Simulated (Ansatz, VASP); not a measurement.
## Pd: VASP beside Ansatz

```
CELL_PARAMETERS angstrom
0.00000 1.94650 1.94650
1.94650 0.00000 1.94650
1.94650 1.94650 0.00000
ATOMIC_POSITIONS crystal
Pd 0.00000 0.00000 0.00000
```

Alike in both runs: task relaxation of cell and atoms; functional PBE; dispersion D4; k mesh 12 × 12 × 12; occupations fermi-dirac, width 0.05 eV; no spin polarisation.

```csv
,VASP,Ansatz
version,VASP 6.6.1,Ansatz 0.2.0
potentials or method,"VASP PAW PBE potentials, release 64 (Pd), cutoff 600 eV","all-electron LAPW, scalar-relativistic"
```

Ansatz gave:

| Property | Result |
| --- | --- |
| relaxed volume (Å³/atom) | 14.89 |
| relaxed cell length with the largest relative difference (Å) | 2.762 |

Task: Estimate VASP's values.

Result: Relaxed volume (Å³/atom): 14.87; relaxed cell length with the largest relative difference (Å): 2.760.

Ansatz ran all-electron here, and VASP with PAW potentials.
